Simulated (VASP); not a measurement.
# Os (P6/mmm) in VASP: further runs, part 2 of 2

VASP 6.6.1. The steps go on from the part before.

## Step 4: Single point, PBE

This run uses another cell than the first one: it holds 1 atom, not 3.

INCAR

```
PREC = Accurate ; ENCUT = 520
EDIFF = 1E-6 ; ISMEAR = 0
SIGMA = 0.1 ; LREAL = False
LASPH = True ; NELM = 100
ALGO = Normal ; ISIF = 2
LWAVE = False ; LCHARG = False
GGA = PE ; NBANDS = 10
```

KPOINTS

```
regular mesh
0
Gamma
  18 18 16
```

POSCAR

```
Os
1.0
    2.6639340910      0.0000000000      0.0000000000
   -1.3319670455      2.3070345968      0.0000000000
    0.0000000000      0.0000000000      2.5690360779
Os
1
Direct
    0.0000000000      0.0000000000      0.0000000000
```

Potentials or basis: VASP PAW PBE potentials, release 64 (Os).

Run with:

```bash
$ cat potpaw_PBE.64/Os/POTCAR > POTCAR
$ mpirun -np 1 vasp_std > vasp.out
```

OUTCAR:

```text
PREC = Accurate
   ENCUT = 520
   EDIFF = 1E-6
   ISMEAR = 0
   LREAL = False
   LASPH = True
   NELM = 100
   ISIF = 2
   GGA = PE

 ion  position               nearest neighbor table
   1  0.000  0.000  0.000-

  LATTYP: Found a hexagonal cell.
 ALAT       =     2.6639340910
 C/A-ratio  =     0.9643767414

  Lattice vectors:

 A1 = (   2.6639340910,   0.0000000000,   0.0000000000)
 A2 = (  -1.3319670455,   2.3070345968,   0.0000000000)
 A3 = (   0.0000000000,   0.0000000000,   2.5690360779)

Analysis of symmetry for initial positions (statically):
=====================================================================
 Subroutine PRICEL returns:
 Original cell was already a primitive cell.

 Routine SETGRP: Setting up the symmetry group for a
 hexagonal supercell.

 Subroutine GETGRP returns: Found 24 space group operations
 (whereof 24 operations were pure point group operations)
 out of a pool of 24 trial point group operations.

The static configuration has the point symmetry D_6h.

Analysis of symmetry for dynamics (positions and initial velocities):
=====================================================================
 Subroutine PRICEL returns:
 Original cell was already a primitive cell.

 Routine SETGRP: Setting up the symmetry group for a
 hexagonal supercell.

 Subroutine GETGRP returns: Found 24 space group operations
 (whereof 24 operations were pure point group operations)
 out of a pool of 24 trial point group operations.

The dynamic configuration has the point symmetry D_6h.

 Subroutine INISYM returns: Found 24 space group operations
 (whereof 24 operations are pure point group operations),
 and found     1 'primitive' translations

----------------------------------------------------------------------------------------

                                     Primitive cell

[... 111 lines left out ...]
  Thomas-Fermi vector in A             =   2.436025
   LORBIT       =      0    0 simple, 1 ext, 2 COOP (PROOUT), +10 PAW based schemes
   GGA     = PE    functional components
   LHFCALC =     F    Hartree Fock is set to
   AEXX    =    0.0000 exact exchange contribution
   IVDW    =     0    specifies the selected vdW correction
   LEPSILON=     F    determine dielectric tensor
   LRPA    =     F    only Hartree local field effects (RPA)
 non-spin polarized calculation
 Gauss-broadening in eV      SIGMA  =   0.10
  energy-cutoff  :      520.00
  volume of cell :       15.79
 maximum number of plane-waves:       441
 NGX is ok and might be reduce to    20

 number of electron       7.9999998 magnetization

 Free energy of the ion-electron system (eV)
  ---------------------------------------------------
  ext. energy  EPLUGINS =         0.00000000
  ---------------------------------------------------
  free energy    TOTEN  =       -10.11324320 eV

  energy without entropy =      -10.10600929  energy(sigma->0) =      -10.10962624

 E-fermi :   7.6732     XC(G=0): -13.2568

 val. band max:        7.6704044635   @ k =   0.2222  -0.0000   0.5000
 cond. band min:       7.6763713281   @ k =   0.2778   0.0556   0.0000
 fundamental gap:      0.0059668646
 Fermi energy:         7.6732148431

 k-point     1 :       0.0000    0.0000    0.0000
  band No.  band energies     occupation
      1      -2.0548      2.00000
      2       1.7638      2.00000
      3       5.2637      2.00000
      4       5.2637      2.00000
      5      10.2073      0.00000
      6      10.2073      0.00000
      7      22.4582      0.00000
      8      22.7110      0.00000
      9      29.4477      0.00000
     10      29.4477      0.00000
[... 287 lines left out ...]
 k-point    24 :       0.3889    0.1111    0.0000
  band No.  band energies     occupation
      1       1.4162      2.00000
      2       2.7694      2.00000
      3       6.3858      2.00000
      4       6.9565      2.00000
      5       9.1795      0.00000
      6      11.5105      0.00000
      7      15.8856      0.00000
      8      20.3142      0.00000
      9      26.1862      0.00000
     10      30.6829      0.00000

 [... further k-points ...]

------------------------ aborting loop because EDIFF is reached ----------------------------------------

  FORCE on cell =-STRESS in cart. coord.  units (eV):
  Direction    XX          YY          ZZ          XY          YZ          ZX
  --------------------------------------------------------------------------------------
  -------------------------------------------------------------------------------------
  Total       -0.0072961     -0.0072961     -0.0256766     -0.0000000     -0.0000000      0.0000000
  in kB       -0.7403741     -0.7403741     -2.6055546     -0.0000000     -0.0000000      0.0000000
  external PRESSURE =      -1.3621009 kB  Pullay stress =       0.0000000 kB

 VOLUME and BASIS-vectors are now :
 -----------------------------------------------------------------------------
  energy-cutoff  :      520.00
  volume of cell :       15.79
      direct lattice vectors                 reciprocal lattice vectors
     2.663934091  0.000000000  0.000000000     0.375384663  0.216728436  0.000000000
    -1.331967045  2.307034597  0.000000000     0.000000000  0.433456872  0.000000000
     0.000000000  0.000000000  2.569036078     0.000000000  0.000000000  0.389251054

 POSITION                                       TOTAL-FORCE (eV/Angst)
 -----------------------------------------------------------------------------------
      0.00000      0.00000      0.00000        -0.000000      0.000000      0.000000
 -----------------------------------------------------------------------------------
    total drift:                                0.000000      0.000000      0.000000

  FREE ENERGIE OF THE ION-ELECTRON SYSTEM (eV)
  ---------------------------------------------------
  free  energy   TOTEN  =       -10.1132431951 eV

  energy  without entropy=      -10.1060092928  energy(sigma->0) =      -10.10962624
```

stdout:

```text
POSCAR found type information on POSCAR Os
 POSCAR found :  1 types and       1 ions
 scaLAPACK will be used
 LDA part: xc-table for (Slater+PW92), standard interpolation
 POSCAR, INCAR and KPOINTS ok, starting setup
 FFT: planning ... GRIDC
 FFT: planning ... GRID_SOFT
 FFT: planning ... GRID
 WAVECAR not read
 entering main loop
```

Run time: 21 s. Hardware: 1 thread of Intel Xeon Platinum 8488C (Sapphire Rapids), shared host; peak memory 0.17 GiB.

What came out:

```yaml
Free_energy: -10.1132 eV
Pressure: -0.1 GPa
Band_gap_on_the_k_mesh: zero (bands 4 and 5 overlap by 4.88 eV)
```

Caveat: spin-orbit coupling is left out, which moves the levels of the heavy elements.

## Step 5: Relaxation of cell and atoms, PBE

This run uses another cell than the first one: it holds 1 atom, not 3.

INCAR

```
SYSTEM = Os
ALGO = Normal
EDIFF = 1E-6
EDIFFG = -0.01
ENCUT = 600
GGA = PE
IBRION = 2
ISIF = 3
ISMEAR = 0
LASPH = .TRUE.
LCHARG = .FALSE.
LREAL = .FALSE.
LWAVE = .FALSE.
NELM = 80
NSW = 100
PREC = Accurate
SIGMA = 0.1
```

KPOINTS

```
k-points
0
G
  18 18 16
  0 0 0
```

POSCAR

```
Os
1.0
    2.7065340061      0.0000000000      0.0000000000
   -1.3532670031      2.3439272055      0.0000000000
    0.0000000000      0.0000000000      2.4854960619
Os
1
Direct
    0.0000000000      0.0000000000      0.0000000000
```

Potentials or basis: VASP PAW PBE potentials, release 64 (Os).

Run with:

```bash
$ cat potpaw_PBE.64/Os/POTCAR > POTCAR
$ mpirun -np 1 vasp_std > vasp.out
```

OUTCAR:

```text
SYSTEM = Os
   EDIFF = 1E-6
   EDIFFG = -0.01
   ENCUT = 600
   GGA = PE
   IBRION = 2
   ISIF = 3
   ISMEAR = 0
   LASPH = .TRUE.
   LREAL = .FALSE.
   NELM = 80
   NSW = 100
   PREC = Accurate

 ion  position               nearest neighbor table
   1  0.000  0.000  0.000-

  LATTYP: Found a hexagonal cell.
 ALAT       =     2.7065340061
 C/A-ratio  =     0.9183317321

  Lattice vectors:

 A1 = (   2.7065340061,   0.0000000000,   0.0000000000)
 A2 = (  -1.3532670031,   2.3439272055,   0.0000000000)
 A3 = (   0.0000000000,   0.0000000000,   2.4854960619)

Analysis of symmetry for initial positions (statically):
=====================================================================
 Subroutine PRICEL returns:
 Original cell was already a primitive cell.
[... 361 lines left out ...]
 fundamental gap:      0.0123928639
 Fermi energy:         7.6766351180

 k-point     1 :       0.0000    0.0000    0.0000
  band No.  band energies     occupation
      1      -2.0537      2.00000
      2       1.7629      2.00000
      3       5.2655      2.00000
      4       5.2655      2.00000
      5      10.2130      0.00000
      6      10.2130      0.00000
      7      22.4521      0.00000
      8      22.7382      0.00000
[... 243 lines left out ...]
 k-point    24 :       0.3889    0.1111    0.0000
  band No.  band energies     occupation
      1       1.4179      2.00000
      2       2.7643      2.00000
      3       6.3841      2.00000
      4       6.9698      2.00000
      5       9.1878      0.00000
      6      11.5078      0.00000
      7      15.8795      0.00000
      8      20.3085      0.00000

 [... further k-points ...]

------------------------ aborting loop because EDIFF is reached ----------------------------------------

  FORCE on cell =-STRESS in cart. coord.  units (eV):
  Direction    XX          YY          ZZ          XY          YZ          ZX
  --------------------------------------------------------------------------------------
  -------------------------------------------------------------------------------------
  Total       -0.0027909     -0.0027909      0.0010224      0.0000000      0.0000000     -0.0000000
  in kB       -0.2832450     -0.2832450      0.1037613      0.0000000      0.0000000     -0.0000000
  external PRESSURE =      -0.1542429 kB  Pullay stress =       0.0000000 kB
[... 16 lines left out ...]
  FREE ENERGIE OF THE ION-ELECTRON SYSTEM (eV)
  ---------------------------------------------------
  free  energy   TOTEN  =       -10.1137272728 eV

  energy  without entropy=      -10.1064934209  energy(sigma->0) =      -10.11011035

 reached required accuracy - stopping structural energy minimisation
```

OSZICAR:

```text
N       E                     dE             d eps       ncg     rms          rms(c)
DAV:   1     0.364645947111E+02    0.36465E+02   -0.46055E+03  5408   0.104E+03
DAV:   2    -0.952215733825E+01   -0.45987E+02   -0.44619E+02  5616   0.227E+02
DAV:   3    -0.106201118439E+02   -0.10980E+01   -0.10919E+01  6712   0.343E+01
[... 71 lines left out ...]
       N       E                     dE             d eps       ncg     rms          rms(c)
DAV:   1    -0.101138277469E+02   -0.12044E-03   -0.43241E-03  5704   0.572E-01    0.575E-02
DAV:   2    -0.101137417222E+02    0.86025E-04   -0.11208E-04  6328   0.913E-02    0.209E-02
DAV:   3    -0.101137272739E+02    0.14448E-04   -0.42005E-05  6712   0.482E-02    0.409E-03
DAV:   4    -0.101137272728E+02    0.11211E-08   -0.68173E-07  3248   0.816E-03
  10 F= -.10113727E+02 E0= -.10110110E+02  d E =-.354721E-04
```

Run time: 3.5 min. Hardware: 1 thread of Oxide Virtual Turin-like, shared host; peak memory 0.15 GiB.

What came out:

```yaml
Free_energy: -10.1137 eV
Relaxed_volume: 15.79 Å³/atom
Relaxed_cell: a = 2.665 Å, b = 2.665 Å, c = 2.567 Å, α = 90.00°, β = 90.00°, γ = 120.00°
Space_group_after_relaxing_to_0.1_Å: P6/mmm (No. 191)
Energy_gained_by_relaxing: 12.4 meV/atom
Ionic_steps: 10
Pressure_after_relaxing: 0.0 GPa
Band_gap_on_the_k_mesh: zero (bands 4 and 5 overlap by 4.88 eV)
```

Step by step:
```csv
step,energy change (eV),largest force (eV/Å),pressure (GPa),volume (Å³)
1,0.0000,0.0000,0.23,15.77
2,-0.0073,0.0000,-0.99,15.82
3,0.0053,0.0000,-0.20,15.93
4,-0.0118,0.0000,-1.44,15.85
5,-0.0120,0.0000,-1.47,15.86
6,-0.0120,0.0000,-1.46,15.86
7,-0.0039,0.0000,6.88,15.49
8,-0.0123,0.0000,-0.19,15.80
9,-0.0124,0.0000,0.14,15.78
10,-0.0124,0.0000,-0.02,15.79
```

Final structure:
```xyz
1
Lattice="2.6646 0.0000 0.0000 -1.3323 2.3076 0.0000 0.0000 0.0000 2.5674" Properties=species:S:1:pos:R:3 pbc="T T T"
Os    0.0000    0.0000    2.5675
```

Levels at points of the mesh, in eV from the Fermi level:
| k point | band 2 | band 3 | band 4 | band 5 | band 6 | band 7 |
| --- | --- | --- | --- | --- | --- | --- |
| (0.00, 0.00, 0.00) | -5.91 | -2.41 | -2.41 | 2.54 | 2.54 | 14.78 |
| (0.50, 0.00, 0.00) | -4.92 | -0.89 | -0.11 | 1.79 | 3.20 | 8.14 |
| (0.00, 0.00, 0.50) | -1.75 | -1.75 | -1.37 | -0.38 | -0.38 | 7.14 |
| (0.50, 0.00, 0.50) | -5.37 | -1.64 | 3.49 | 4.44 | 5.56 | 5.70 |

Caveat: spin-orbit coupling is left out, which moves the levels of the heavy elements.

## Step 6: Summary

```tsv
task	potentials or basis	cell	k mesh	cutoff (eV)	gap on the mesh (eV)	pressure (GPa)
single point	VASP PAW PBE potentials, release 64 (Os_sv_GW)	a = 4.324, b = 4.324, c = 2.726 Å, angles 90.0, 90.0, 120.0°, 3 atoms, atomic positions A	6 × 6 × 6	560	none	-1.3
single point	VASP PAW PBE potentials, release 64 (Os)	a = 2.608, b = 2.608, c = 2.437 Å, angles 90.0, 90.0, 120.0°, 1 atom, atomic positions B	9 × 9 × 8	520	none	36.1
single point	VASP PAW PBE potentials, release 64 (Os)	a = 2.664, b = 2.664, c = 2.569 Å, angles 90.0, 90.0, 120.0°, 1 atom, atomic positions B	18 × 18 × 16	520	none	-0.1
relaxation of cell and atoms	VASP PAW PBE potentials, release 64 (Os)	relaxed from a = 2.707, b = 2.707, c = 2.485 Å, angles 90.0, 90.0, 120.0°, 1 atom, atomic positions B	18 × 18 × 16	600	none	0.0
```

Alike in all rows: level PBE; no spin polarisation; smearing gaussian 0.1 eV.

Caveats: some runs use coarse meshes; spin-orbit coupling is left out, which moves the levels of the heavy elements; the cell stands under pressure (at least some runs).

Total energies depend on the potentials used, so only differences within one code and one set of settings carry meaning.

The gap in the log of VASP goes by the Fermi energy; the results here count the filled bands.